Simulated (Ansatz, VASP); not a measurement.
One calculation of Nb, two programs

INCAR

```
SYSTEM = Nb
PREC = Accurate
ENCUT = 500
EDIFF = 1E-6
ISMEAR = 0
SIGMA = 0.1
LREAL = .False.
LASPH = .True.
NELM = 120
ALGO = Normal
ISIF = 2
LWAVE = .False.
LCHARG = .True.
GGA = PS
LELF = .True.
LVHAR = .True.
NBANDS = 20
GGA_COMPAT = .False.
```

The input KPOINTS:

```
Automatic mesh
0
Gamma
  6 6 6
  0 0 0
```

POSCAR

```
Nb
1.0
    1.8112095488      1.0457023205      3.3586709567
   -1.8112095488      1.0457023205      3.3586709567
    0.0000000000     -2.0914046411      3.3586709567
Nb
2
Direct
    0.2275400000      0.2275400000      0.2275400000
    0.7724600000      0.7724600000      0.7724600000
```

Input for Ansatz:

```yaml
crystal:
  lattice:
    - [1.8112095488, 1.0457023205, 3.3586709567]
    - [-1.8112095488, 1.0457023205, 3.3586709567]
    - [0.0, -2.0914046411, 3.3586709567]
  atoms:
    - { symbol: Nb, position: [0.22754, 0.22754, 0.22754] }
    - { symbol: Nb, position: [0.77246, 0.77246, 0.77246] }
basis:
  ecutwfc: 420
kpoints:
  mp_grid: { grid: [6, 6, 6] }
hamiltonian:
  xc: pbesol
scf:
  occupations: { method: gaussian, width: 0.1 }
  lower_state_search: "off"
output:
  forces: true
  stress: true
  eigenvalues: true
```

Alike in both runs: task single point; functional PBEsol; k mesh 6 × 6 × 6; occupations gaussian, width 0.1 eV; no spin polarisation.

|  | VASP | Ansatz |
| --- | --- | --- |
| version | VASP 6.6.1 | Ansatz 0.2.0 |
| potentials or method | VASP PAW PBE potentials, release 64 (Nb_sv), cutoff 500 eV | scalar-relativistic, plane waves, PAW |
| valence electrons in the cell | 26 | 26 |

Ansatz gave:

* gap on the k mesh at the Fermi level (eV): none
* pressure (GPa): 6.4
* traceless stress, the component that is largest in VASP (GPa): 4.98
* rms of the force components (eV/Å): 2.657

Task: Which values does VASP return?

Result: gap on the k mesh at the Fermi level (eV): none; pressure (GPa): 6.3; traceless stress, the component that is largest in VASP (GPa): 4.87; rms of the force components (eV/Å): 2.689.

VASP's potentials were made for PBE, not for PBEsol. Atom by atom the forces differ by 0.032 eV/Å (rms over components). A gap of «none» marks a metal or a gap that the smearing closes.
